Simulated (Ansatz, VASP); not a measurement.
# SiC: VASP beside Ansatz

Contents of INCAR:

```
PREC     = Accurate       # precision mode
ENCUT    = 520            # plane-wave cutoff, eV
EDIFF    = 1E-6           # SCF threshold, eV
ISMEAR   = 0              # smearing method
SIGMA    = 0.05           # smearing width, eV
LREAL    = False          # projectors in reciprocal space
LASPH    = True           # aspherical terms in the spheres
NELM     = 60             # most SCF steps
ALGO     = Normal         # electronic algorithm
ISIF     = 2              # what is computed and relaxed
LWAVE    = False          # write WAVECAR
LCHARG   = True           # write CHGCAR
GGA      = CA             # functional
LELF     = True           # ELF
LVHAR    = True         
NBANDS   = 26             # bands
```

Contents of KPOINTS:

```
regular mesh
0
Gamma
  10 10 3
```

The input POSCAR:

```
SiC
1.0
   -3.0759982064      0.0000000000      0.0000000000
   -1.5379991032     -2.6638925888      0.0000000000
    0.0000000000      0.0000000000      9.9460000000
Si C
4 4
Direct
    0.3333333333      0.3333333333      0.6636094913
    0.3333333333      0.3333333333      0.1560687714
    0.6666666667      0.6666666667      0.9173798512
    0.6666666667      0.6666666667      0.4098391313
    0.3333333333      0.3333333333      0.8590126684
    0.3333333333      0.3333333333      0.3514719485
    0.6666666667      0.6666666667      0.0977015886
    0.6666666667      0.6666666667      0.6052423085
```

Input for Ansatz:

```yaml
crystal:
  lattice:
    - [-3.0759982064, 0.0, 0.0]
    - [-1.5379991032, -2.6638925888, 0.0]
    - [0.0, 0.0, 9.946]
  atoms:
    - { symbol: Si, position: [0.3333333333, 0.3333333333, 0.6636094913] }
    - { symbol: Si, position: [0.3333333333, 0.3333333333, 0.1560687714] }
    - { symbol: Si, position: [0.6666666667, 0.6666666667, 0.9173798512] }
    - { symbol: Si, position: [0.6666666667, 0.6666666667, 0.4098391313] }
    - { symbol: C, position: [0.3333333333, 0.3333333333, 0.8590126684] }
    - { symbol: C, position: [0.3333333333, 0.3333333333, 0.3514719485] }
    - { symbol: C, position: [0.6666666667, 0.6666666667, 0.0977015886] }
    - { symbol: C, position: [0.6666666667, 0.6666666667, 0.6052423085] }
basis:
  ecutwfc: 420
kpoints:
  mp_grid: { grid: [10, 10, 3] }
hamiltonian:
  xc: lda
scf:
  occupations: { method: gaussian, width: 0.05 }
output:
  forces: true
  stress: true
  eigenvalues: true
```

Alike in both runs: task single point; functional LDA; k mesh 10 × 10 × 3; occupations gaussian, width 0.05 eV; no spin polarisation.

```csv
,VASP,Ansatz
version,VASP 6.6.1,Ansatz 0.2.0
potentials or method,"VASP PAW LDA potentials, release 64 (Si, C), cutoff 520 eV","scalar-relativistic, plane waves, PAW"
valence electrons in the cell,32,32
```

|  | VASP | Ansatz | Ansatz less VASP |
| --- | --- | --- | --- |
| gap on the k mesh at the Fermi level (eV) | 2.33 | 2.34 | +0.013 |
| least direct gap on the mesh (eV) | 3.77 | 3.78 | +0.009 |
| pressure (GPa) | 0.1 | -0.4 | -0.41 |
| traceless stress, the component that is largest in VASP (GPa) | 3.93 | 3.90 | -0.023 |
| rms of the force components (eV/Å) | 0.678 | 0.678 | +0.0004 |

LDA's correlation is that of Perdew and Zunger in VASP and of Perdew and Wang (1992) in Ansatz. Atom by atom the forces differ by 0.002 eV/Å (rms over components).
